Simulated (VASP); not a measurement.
# Pd in VASP: notebook

Pd is run at these levels: PBEsol; tasks: single point.

Program: VASP 6.6.1. These are calculated values, not measurements. Logs are shortened: lines on timing, memory, paths and dates and some standing lists are left out, and cuts for length are marked.

## 1. The cell of the first run

The cell holds a slab with vacuum, 5 atoms: a = 2.741 Å, b = 3.876 Å, c = 16.301 Å, α = 90.00°, β = 90.00°, γ = 90.00°.

## 2. Single point, PBEsol

INCAR reads:

```
SYSTEM = Pd
ALGO = Normal
DIPOL = 0.5 0.5 0.500
EDIFF = 1E-6
ENCUT = 520
GGA = PS
IDIPOL = 3
ISIF = 2
ISMEAR = -1
LASPH = .True.
LCHARG = .False.
LDIPOL = .True.
LREAL = .False.
LWAVE = .False.
NBANDS = 33
NELM = 80
PREC = Accurate
SIGMA = 0.05
```

KPOINTS reads:

```
k-points
0
Gamma
  13 10 1
  0 0 0
```

POSCAR reads:

```
Pd
1.0
    2.7410560016      0.0000000000      0.0000000000
    0.0000000000      3.8764385727      0.0000000000
    0.0000000000      0.0000000000     16.3014000000
Pd
5
Direct
    0.0000000000      0.0000000000      0.3373949026
    0.5000000000      0.5000000000      0.4134405476
    0.0000000000      0.0000000000      0.5000000005
    0.5000000000      0.5000000000      0.5865594522
    0.0000000000      0.0000000000      0.6626050974
```

Potentials or basis: VASP PAW PBE potentials, release 64 (Pd).

Command:

```
$ cat potpaw_PBE.64/Pd/POTCAR > POTCAR
$ mpirun -np 1 vasp_std > vasp.out
```

OUTCAR:

```text
SYSTEM = Pd
   EDIFF = 1E-6
   ENCUT = 520
   GGA = PS
   ISIF = 2
   ISMEAR = -1
   LASPH = .True.
   LREAL = .False.
   NELM = 80
   PREC = Accurate

 ion  position               nearest neighbor table
   1  0.000  0.000  0.337-   3 2.65   2 2.68   2 2.68   2 2.68   2 2.68
   2  0.500  0.500  0.413-   1 2.68   1 2.68   1 2.68   1 2.68   3 2.76   3 2.76   3 2.76   3 2.76
                             4 2.82
   3  0.000  0.000  0.500-   5 2.65   1 2.65   4 2.76   4 2.76   4 2.76   4 2.76   2 2.76   2 2.76
                             2 2.76   2 2.76
   4  0.500  0.500  0.587-   5 2.68   5 2.68   5 2.68   5 2.68   3 2.76   3 2.76   3 2.76   3 2.76
                             2 2.82
   5  0.000  0.000  0.663-   3 2.65   4 2.68   4 2.68   4 2.68   4 2.68

  LATTYP: Found a simple orthorhombic cell.
 ALAT       =     2.7410560016
 B/A-ratio  =     1.4142135624
 C/A-ratio  =     5.9471240246

  Lattice vectors:

 A1 = (   2.7410560016,   0.0000000000,   0.0000000000)
 A2 = (   0.0000000000,   3.8764385727,   0.0000000000)
 A3 = (   0.0000000000,   0.0000000000,  16.3014000000)

Analysis of symmetry for initial positions (statically):
=====================================================================
 Subroutine PRICEL returns:
 Original cell was already a primitive cell.

 Routine SETGRP: Setting up the symmetry group for a
 simple orthorhombic supercell.

 Subroutine GETGRP returns: Found  8 space group operations
 (whereof  8 operations were pure point group operations)
 out of a pool of  8 trial point group operations.

The static configuration has the point symmetry D_2h.

Analysis of symmetry for dynamics (positions and initial velocities):
=====================================================================
 Subroutine PRICEL returns:
 Original cell was already a primitive cell.

 Routine SETGRP: Setting up the symmetry group for a
 simple orthorhombic supercell.

 Subroutine GETGRP returns: Found  8 space group operations
 (whereof  8 operations were pure point group operations)
 out of a pool of  8 trial point group operations.

The dynamic configuration has the point symmetry D_2h.

 Subroutine INISYM returns: Found  8 space group operations
 (whereof  8 operations are pure point group operations),
 and found     1 'primitive' translations

----------------------------------------------------------------------------------------

                                     Primitive cell

  volume of cell :     173.2111

  direct lattice vectors                    reciprocal lattice vectors
     2.741056002  0.000000000  0.000000000     0.364822900  0.000000000  0.000000000
     0.000000000  3.876438573  0.000000000     0.000000000  0.257968747  0.000000000
     0.000000000  0.000000000 16.301400000     0.000000000  0.000000000  0.061344424

  length of vectors
     2.741056002  3.876438573 16.301400000     0.364822900  0.257968747  0.061344424

  position of ions in fractional coordinates (direct lattice)
     0.000000000  0.000000000  0.337394903
     0.500000000  0.500000000  0.413440548
     0.000000000  0.000000000  0.500000001
     0.500000000  0.500000000  0.586559452
     0.000000000  0.000000000  0.662605097

  ion indices of the primitive-cell ions
   primitive index   ion index
                 1           1
                 2           2
                 3           3
                 4           4
                 5           5

----------------------------------------------------------------------------------------

 KPOINTS: k-points

Automatic generation of k-mesh.
 Grid dimensions read from file:
 generate k-points for:   13   10    1

 Generating k-lattice:

  Cartesian coordinates                     Fractional coordinates (reciprocal lattice)
     0.028063300  0.000000000  0.000000000     0.076923077  0.000000000  0.000000000
     0.000000000  0.025796875  0.000000000     0.000000000  0.100000000  0.000000000
     0.000000000  0.000000000  0.061344424     0.000000000  0.000000000  1.000000000

  Length of vectors
     0.028063300  0.025796875  0.061344424

  Shift w.r.t. Gamma in fractional coordinates (k-lattice)
     0.000000000  0.000000000  0.000000000

 Subroutine IBZKPT returns following result:
 ===========================================

 Found     42 irreducible k-points:

 Following reciprocal coordinates:
            Coordinates               Weight
  0.000000  0.000000  0.000000      1.000000
  0.076923  0.000000  0.000000      2.000000
  0.153846  0.000000  0.000000      2.000000
  0.230769  0.000000  0.000000      2.000000
  0.307692  0.000000  0.000000      2.000000
  0.384615  0.000000  0.000000      2.000000
[... 16 lines left out ...]
  0.076923  0.300000  0.000000      4.000000
  0.153846  0.300000  0.000000      4.000000
 [... further k-points ...]
   k-points           NKPTS =     42   k-points in BZ     NKDIM =     42   number of bands    NBANDS=     33
   number of dos      NEDOS =    301   number of ions     NIONS =      5
   total plane-waves  NPLWV =  75600
   dimension x,y,z NGX =    20 NGY =   30 NGZ =  126
   dimension x,y,z NGXF=    40 NGYF=   60 NGZF=  252
   ions per type =               5
   NGX,Y,Z   is equivalent  to a cutoff of  12.13, 12.87, 12.85 a.u.
   NGXF,Y,Z  is equivalent  to a cutoff of  24.26, 25.73, 25.70 a.u.
 SYSTEM =  Pd
   PREC   = accura    normal or accurate (medium, high low for compatibility)
   ISTART =      0    job   : 0-new  1-cont  2-samecut
   ICHARG =      2    charge: 1-file 2-atom 10-const
   ISPIN  =      1    spin polarized calculation?
   LNONCOLLINEAR =      F non collinear calculations
   LSORBIT =      F    spin-orbit coupling
   LASPH  =      T    aspherical Exc in radial PAW
   ENCUT  =  520.0 eV  38.22 Ry    6.18 a.u.   5.10  7.21 30.31*2*pi/ulx,y,z
   NELM   =     80;   NELMIN=  2; NELMDL= -5     # of ELM steps
   EDIFF  = 0.1E-05   stopping-criterion for ELM
   LREAL  =      F    real-space projection
   EDIFFG = 0.1E-04   stopping-criterion for IOM
   NSW    =      0    number of steps for IOM
   IBRION =     -1    ionic relax: 0-MD 1-quasi-New 2-CG
   NFREE  =      0    steps in history (QN), initial steepest desc. (CG)
   ISIF   =      2    stress and relaxation
   ISYM   =      2    0-nonsym 1-usesym 2-fastsym
   POTIM  = 0.5000    time-step for ionic-motion
   TEBEG  =    0.0;   TEEND  =   0.0 temperature during run
   PSTRESS=    0.0 pullay stress
   NELECT =      50.0000    total number of electrons
   NUPDOWN=      -1.0000    fix difference up-down
   EMIN   =  10.00;   EMAX   =-10.00  energy-range for DOS
   EFERMI =   0.00;   METHOD = LEGACY
   ISMEAR =    -1;   SIGMA  =   0.05  broadening in eV -4-tet -1-fermi 0-gaus
   EFERMI_NEDOS =   21; number of points for ismear=-14 and -15
   IALGO  =     38    algorithm
   IMIX   =      4    mixing-type and parameters
     AMIX     =   0.40;   BMIX     =  1.00
     AMIX_MAG =   1.60;   BMIX_MAG =  1.00
  volume/ion in A,a.u.               =      34.64       233.78
  Fermi-wavevector in a.u.,A,eV,Ry     =   1.081948  2.044585 15.927127  1.170611
  Thomas-Fermi vector in A             =   2.217977
   LORBIT       =      0    0 simple, 1 ext, 2 COOP (PROOUT), +10 PAW based schemes
   GGA     = PS    functional components
   LHFCALC =     F    Hartree Fock is set to
   AEXX    =    0.0000 exact exchange contribution
   IVDW    =     0    specifies the selected vdW correction
   LEPSILON=     F    determine dielectric tensor
   LRPA    =     F    only Hartree local field effects (RPA)
 non-spin polarized calculation
  energy-cutoff  :      520.00
  volume of cell :      173.21
 maximum number of plane-waves:      4701
   NGX = 11   NGY = 15   NGZ = 61

 dipolmoment           0.000000      0.000000      0.000000 electrons x Angstroem

 number of electron      50.0000022 magnetization

 dipolmoment           0.000000      0.000000     -0.000000 electrons x Angstroem

 Free energy of the ion-electron system (eV)
  ---------------------------------------------------
  ext. energy  EPLUGINS =         0.00000000
  ---------------------------------------------------
  free energy    TOTEN  =       -27.23338065 eV

  energy without entropy =      -27.13371691  energy(sigma->0) =      -27.18354878

 E-fermi :   1.3281     XC(G=0):  -6.7294

 val. band max:        1.3166456770   @ k =   0.2308   0.2000   0.0000
 cond. band min:       1.3283752209   @ k =   0.4615   0.5000   0.0000
 fundamental gap:      0.0117295440
 Fermi energy:         1.3281418952

 k-point     1 :       0.0000    0.0000    0.0000
  band No.  band energies     occupation
      1      -5.2810      2.00000
      2      -3.8433      2.00000
      3      -3.6642      2.00000
      4      -3.3787      2.00000
      5      -3.1639      2.00000
      6      -2.3976      2.00000
[... 25 lines left out ...]
     32       7.3751      0.00000
     33       7.4693      0.00000

 k-point     2 :       0.0769    0.0000    0.0000
  band No.  band energies     occupation
      1      -5.1417      2.00000
      2      -3.7304      2.00000
      3      -3.5616      2.00000
      4      -3.3175      2.00000
      5      -3.0465      2.00000
      6      -2.2404      2.00000
[... 25 lines left out ...]
     32       7.5013      0.00000
     33       7.5968      0.00000
[... 754 lines left out ...]
     32       6.0499      0.00000
     33       7.1823      0.00000

 k-point    24 :       0.1538    0.3000    0.0000
  band No.  band energies     occupation
      1      -3.9512      2.00000
      2      -3.3981      2.00000
      3      -3.0025      2.00000
      4      -2.9124      2.00000
      5      -2.6633      2.00000
      6      -2.5210      2.00000
[... 25 lines left out ...]
     32       6.5911      0.00000
     33       7.5362      0.00000

 [... further k-points ...]

------------------------ aborting loop because EDIFF is reached ----------------------------------------

 vacuum level on the upper side and lower side of the slab       (xc-potential included)        -0.235        -0.235

  FORCE on cell =-STRESS in cart. coord.  units (eV):
  Direction    XX          YY          ZZ          XY          YZ          ZX
  --------------------------------------------------------------------------------------
  -------------------------------------------------------------------------------------
  Total       -3.0131161     -1.8799431     -0.1765141     -0.0000000      0.0000000      0.0000000
  in kB      -27.8708833    -17.3891984     -1.6327291     -0.0000000      0.0000000      0.0000000
  external PRESSURE =     -15.6309370 kB  Pullay stress =       0.0000000 kB

 VOLUME and BASIS-vectors are now :
 -----------------------------------------------------------------------------
  energy-cutoff  :      520.00
  volume of cell :      173.21
      direct lattice vectors                 reciprocal lattice vectors
     2.741056002  0.000000000  0.000000000     0.364822900  0.000000000  0.000000000
     0.000000000  3.876438573  0.000000000     0.000000000  0.257968747  0.000000000
     0.000000000  0.000000000 16.301400000     0.000000000  0.000000000  0.061344424

 POSITION                                       TOTAL-FORCE (eV/Angst)
 -----------------------------------------------------------------------------------
      0.00000      0.00000      5.50001         0.000000      0.000000      0.028298
      1.37053      1.93822      6.73966        -0.000000      0.000000     -0.005307
      0.00000      0.00000      8.15070        -0.000000      0.000000      0.000000
      1.37053      1.93822      9.56174         0.000000      0.000000      0.005307
      0.00000      0.00000     10.80139        -0.000000      0.000000     -0.028298
 -----------------------------------------------------------------------------------
    total drift:                               -0.000000      0.000000     -0.000004

  FREE ENERGIE OF THE ION-ELECTRON SYSTEM (eV)
  ---------------------------------------------------
  free  energy   TOTEN  =       -27.2333806458 eV

  energy  without entropy=      -27.1337169055  energy(sigma->0) =      -27.18354878

 vacuum level on the upper side and lower side of the slab         5.937         5.937
```

Run time: 8.4 min. Hardware: 1 thread of Intel Xeon 8259CL, shared host; peak memory 0.36 GiB.

What came out:

* Free energy: -27.2334 eV
* Largest force: 0.028 eV/Å
* Band gap on the k mesh: zero (bands 25 and 26 overlap by 0.47 eV)

Forces on the atoms (eV/Å):
```
Pd   0.000  0.000  0.028
Pd   0.000  0.000 -0.005
Pd   0.000  0.000  0.000
Pd   0.000  0.000  0.005
Pd   0.000  0.000 -0.028
```

Levels at points of the mesh, in eV from the Fermi level:
```
           k point  band 22  band 23  band 24  band 25  band 26  band 27  band 28  band 29
(0.00, 0.00, 0.00)    -0.80    -0.77    -0.39    -0.19    -0.05     0.28     0.37     2.40
(0.00, 0.50, 0.00)    -0.31    -0.19    -0.17    -0.11    -0.08     0.12     0.13     0.59
```

Caveat: the PAW data sets were made with another functional, which shifts forces and pressure a little.

## 3. Single point, PBEsol

INCAR reads:

```
PREC = Accurate
ENCUT = 520
EDIFF = 1E-6
ISMEAR = -1
SIGMA = 0.05
LREAL = F
LASPH = T
NELM = 60
ALGO = Normal
ISIF = 2
LWAVE = F
LCHARG = F
LDIPOL = T
IDIPOL = 3
DIPOL = 0.5 0.5 0.500
GGA = PS
NBANDS = 33
```

KPOINTS reads:

```
Automatic mesh
0
Gamma
  13 10 1
```

POSCAR is that of step 2.

Potentials or basis: VASP PAW PBE potentials, release 64 (Pd).

Command:

```
$ cat potpaw_PBE.64/Pd/POTCAR > POTCAR
$ mpirun -np 1 vasp_std > vasp.out
```

Wall time 7 min (1 thread of Intel Xeon 8259CL, shared host); peak memory 0.36 GiB.

It converged, with:

```yaml
Free_energy: -27.2334 eV
Largest_force: 0.028 eV/Å
Band_gap_on_the_k_mesh: zero (bands 25 and 26 overlap by 0.47 eV)
```

Forces in eV/Å, atoms in the order of the input:
```
Pd   0.000  0.000  0.028
Pd   0.000  0.000 -0.005
Pd   0.000  0.000  0.000
Pd   0.000  0.000  0.005
Pd   0.000  0.000 -0.028
```

Levels at points of the mesh, in eV from the Fermi level:
```tsv
k point	band 21	band 22	band 23	band 24	band 25	band 26	band 27	band 28	band 29	band 30
(0.00, 0.00, 0.00)	-1.10	-0.80	-0.77	-0.39	-0.19	-0.05	0.28	0.37	2.40	4.39
(0.00, 0.50, 0.00)	-0.56	-0.31	-0.19	-0.17	-0.11	-0.08	0.12	0.13	0.59	1.51
```

Caveat: the PAW data sets were made with another functional, which shifts forces and pressure a little.
